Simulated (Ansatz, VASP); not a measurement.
**One calculation of ZnCl4, two programs**

The input INCAR:

```
SYSTEM = ZnCl4
ALGO     = Normal         ! electronic algorithm
EDIFF    = 1E-6           ! SCF threshold, eV
EDIFFG   = -0.01          ! ionic threshold
ENCUT    = 600            ! plane-wave cutoff, eV
GGA      = PE             ! functional
IBRION   = 2              ! ionic algorithm
ISIF     = 3              ! what is computed and relaxed
ISMEAR   = 0              ! smearing method
LASPH    = .TRUE.         ! aspherical terms in the spheres
LCHARG   = .FALSE.        ! write CHGCAR
LREAL    = .FALSE.        ! projectors in reciprocal space
LWAVE    = .FALSE.        ! write WAVECAR
NELM     = 100            ! most SCF steps
NSW      = 100            ! ionic steps
PREC     = Accurate       ! precision mode
SIGMA    = 0.1            ! smearing width, eV
```

The input KPOINTS:

```
k-points
0
G
  8 8 8
  0 0 0
```

POSCAR

```
ZnCl4
1.0
   -3.2590671206      3.2590671206      3.2590671206
    3.2590671206     -3.2590671206      3.2590671206
    3.2590671206      3.2590671206     -3.2590671206
Zn Cl
1 4
Direct
    0.0000000000      0.0000000000      0.0000000000
    0.4030840537      0.4030840537      0.4030840537
    0.5969159463      0.0000000000      0.0000000000
    0.0000000000      0.0000000000      0.5969159463
    0.0000000000      0.5969159463      0.0000000000
```

Input for Ansatz:

```yaml
crystal:
  lattice:
    - [-3.2590671206, 3.2590671206, 3.2590671206]
    - [3.2590671206, -3.2590671206, 3.2590671206]
    - [3.2590671206, 3.2590671206, -3.2590671206]
  atoms:
    - { symbol: Zn, position: [0.0, 0.0, 0.0] }
    - { symbol: Cl, position: [0.4030840537, 0.4030840537, 0.4030840537] }
    - { symbol: Cl, position: [0.5969159463, 0.0, 0.0] }
    - { symbol: Cl, position: [0.0, 0.0, 0.5969159463] }
    - { symbol: Cl, position: [0.0, 0.5969159463, 0.0] }
basis:
  ecutwfc: 420
kpoints:
  mp_grid: { grid: [8, 8, 8] }
hamiltonian:
  xc: pbe
scf:
  occupations: { method: gaussian, width: 0.1 }
output:
  forces: true
  stress: true
  eigenvalues: true
  write_density: true
  write_potential: true
  elf: true
  volumetric_format: npy
relax:
  adjacent_minimum: "off"
  f_tol: 0.01
  max_steps: 80
  cell: { stress_tol: 0.05 }
```

Change from the starting cell: species swapped into the GeF4 type (I-43m, No. 217).

Alike in both runs: task relaxation of cell and atoms; functional PBE; k mesh 8 × 8 × 8; occupations gaussian, width 0.1 eV; no spin polarisation.

|  | VASP | Ansatz |
| --- | --- | --- |
| version | VASP 6.6.1 | Ansatz 0.2.0 |
| potentials or method | VASP PAW PBE potentials, release 64 (Zn, Cl), cutoff 600 eV | scalar-relativistic, plane waves, PAW |
| valence electrons in the cell | 40 | 40 |

VASP gave:

| Property | Result |
| --- | --- |
| gap on the k mesh at the Fermi level, each at its own relaxed structure (eV) | none |
| relaxed volume (Å³/atom) | 27.84 |
| relaxed length of the cell vector where the two differ most in proportion (Å) | 5.655 |

Problem. Estimate Ansatz's values.

Solution. gap on the k mesh at the Fermi level, each at its own relaxed structure (eV): none; relaxed volume (Å³/atom): 27.81; relaxed length of the cell vector where the two differ most in proportion (Å): 5.653.

A gap of «none» marks a metal or a gap that the smearing closes.
